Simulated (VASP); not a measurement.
A run of VASP 6.6.1 is set up as follows.

INCAR

```
SYSTEM = MoS2
PREC = Accurate ; ENCUT = 520
EDIFF = 1E-7 ; ISMEAR = 0
SIGMA = 0.02 ; LREAL = .FALSE.
LASPH = .TRUE. ; NELM = 60
ALGO = Normal ; ISIF = 2
LWAVE = .FALSE. ; LCHARG = .FALSE.
GGA = PS ; NBANDS = 35
```

KPOINTS

```
regular mesh
0
G
  12 12 2
  0 0 0
```

POSCAR

```
MoS2
1.0
    3.1413882571      0.0000000000      0.0000000000
   -1.5706941286      2.7205220338      0.0000000000
    0.2517017736      0.0000000000     12.5850886796
Mo S
2 4
Direct
    0.6675987375      0.3351974750      0.2500000000
    0.3324012625      0.6648025250      0.7500000000
    0.6753983674      0.3314968599      0.6261227108
    0.3246016326      0.6685031401      0.3738772892
    0.6560984925      0.3314968599      0.8738772892
    0.3439015075      0.6685031401      0.1261227108
```

Potentials or basis: VASP PAW PBE potentials, release 64 (Mo_sv, S).

Launch:

```bash
$ cat potpaw_PBE.64/Mo_sv/POTCAR potpaw_PBE.64/S/POTCAR > POTCAR
$ mpirun -np 1 vasp_std > vasp.out
```

Question: Predict the band gap on the k mesh.

Answer: 1.00 eV (least direct gap 1.75 eV).

Question: Estimate the pressure.

Answer: 0.0 GPa.

Stress tensor (GPa, compression positive):
```
 0.00  0.00 -0.21
 0.00  0.01  0.00
-0.21  0.00  0.00
```

Caveat: the PAW data sets were made with another functional, which shifts forces and pressure a little; this functional lacks dispersion, which binds layers or chains, so the pressure and a relaxed spacing across them are unreliable. A k mesh can miss the band edges.
